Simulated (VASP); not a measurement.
Set up this calculation in VASP 6.6.1, as the native input.

```
Task                   : single point
Functional             : PBEsol
Potentials or basis    : VASP PAW PBE potentials, release 64 (Sc_sv)
Cutoff                 : 520 eV
k mesh                 : 6 × 6 × 6
Occupations            : gaussian, width 0.1 eV
Spin                   : no spin polarisation
Dipole correction      : no
Further INCAR settings : ALGO = Normal; EDIFF = 1e-07; NBANDS = 30
```

The structure of Sc lies in POSCAR:

```
Sc
1.0
   -3.0356627004      3.0356627004      2.6603656117
    3.0356627004     -3.0356627004      2.6603656117
    3.0356627004      3.0356627004     -2.6603656117
Sc
4
Direct
    0.1637300000      0.3362700000      0.5000000000
    0.6637300000      0.1637300000      0.8274610000
    0.3362700000      0.8362700000      0.1725390000
    0.8362700000      0.6637300000      0.5000000000
```

The input as run:

INCAR

```
SYSTEM = Sc
ALGO     = Normal         ! electronic algorithm
EDIFF    = 1E-7           ! SCF threshold, eV
ENCUT    = 520            ! plane-wave cutoff, eV
GGA      = PS             ! functional
ISIF     = 2              ! what is computed and relaxed
ISMEAR   = 0              ! smearing method
LASPH    = .True.         ! aspherical terms in the spheres
LCHARG   = .False.        ! write CHGCAR
LREAL    = .False.        ! projectors in reciprocal space
LWAVE    = .False.        ! write WAVECAR
NBANDS   = 30             ! bands
NELM     = 60             ! most SCF steps
PREC     = Accurate       ! precision mode
SIGMA    = 0.1            ! smearing width, eV
```

KPOINTS

```
k-points
0
Gamma
  6 6 6
  0 0 0
```

Potentials or basis: VASP PAW PBE potentials, release 64 (Sc_sv).

Command:

```bash
$ cat potpaw_PBE.64/Sc_sv/POTCAR > POTCAR
$ mpirun -np 1 vasp_std > vasp.out
```

Results of the run:

```json
{
 "Pressure": "0.5 GPa",
 "Largest force": "0.067 eV/Å",
 "Band gap on the k mesh": "zero (band 22 reaches 3.80 eV, above the bottom of band 23 at 3.15 eV)"
}
```

Caveat: the PAW data sets were made with another functional, which shifts forces and pressure a little.

It took 86 s on 1 thread of Oxide Virtual Turin-like Processor (shared host), peak memory 0.24 GiB.
